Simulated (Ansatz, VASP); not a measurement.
Ir: VASP beside Ansatz

```
Ir
1.0
     0.00000    1.91547    1.91547
     1.91547    0.00000    1.91547
     1.91547    1.91547    0.00000
Ir
1
Cartesian
  0.0000 0.0000 0.0000
```

Alike in both runs: functional PBEsol; k mesh 10 × 10 × 10; occupations gaussian, width 0.1 eV; no spin polarisation.

Ansatz relaxed the structure, and its values are those at the end. VASP's run is a single point on that final structure, the one shown.

|  | VASP | Ansatz |
| --- | --- | --- |
| version | VASP 6.6.1 | Ansatz 0.2.0 |
| potentials or method | VASP PAW PBE potentials, release 64 (Ir_sv_GW), cutoff 560 eV | scalar-relativistic, plane waves, PAW |
| valence electrons in the cell | 17 | 17 |

```tsv
	VASP	Ansatz	Ansatz less VASP
gap on the k mesh at the Fermi level (eV)	none	none	-
pressure (GPa)	-2.0	-0.1	+1.90
```

VASP's potentials were made for PBE, not for PBEsol. A gap of «none» marks a metal or a gap that the smearing closes.

Spin-orbit coupling is off throughout.
